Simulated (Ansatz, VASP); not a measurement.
# CdGeAs2: VASP beside Ansatz

```
CELL_PARAMETERS angstrom
4.07352 0.00000 0.00000
0.00000 4.07352 0.00000
0.00000 0.00000 6.05771
ATOMIC_POSITIONS crystal
Cd 0.00000 0.00000 0.50000
Ge 0.50000 0.50000 0.00000
As 0.50000 0.00000 0.76450
As 0.00000 0.50000 0.23550
```

Alike in both runs: functional PBEsol; k mesh 10 × 10 × 8; occupations gaussian, width 0.1 eV; no spin polarisation.

Ansatz relaxed the structure, and its values are those at the end. VASP's run is a single point on that final structure, the one shown.

|  | VASP | Ansatz |
| --- | --- | --- |
| version | VASP 6.6.1 | Ansatz 0.2.0 |
| potentials or method | VASP PAW PBE potentials, release 64 (Cd, Ge_d, As), cutoff 520 eV | scalar-relativistic, plane waves, PAW |
| valence electrons in the cell | 36 | 64 |

|  | VASP | Ansatz | Ansatz less VASP |
| --- | --- | --- | --- |
| gap on the k mesh at the Fermi level (eV) | none | none | - |
| pressure (GPa) | 0.2 | 0.0 | -0.24 |
| rms of the force components (eV/Å) | 0.007 | 0.002 | -0.0054 |

VASP's potentials were made for PBE, not for PBEsol. A gap of «none» marks a metal or a gap that the smearing closes. The functional is the same, so the differences come from potentials, cutoffs and numerics. VASP's potentials hold 36 valence electrons a cell and Ansatz's 64, so a difference there can come from the potentials and not from the codes.
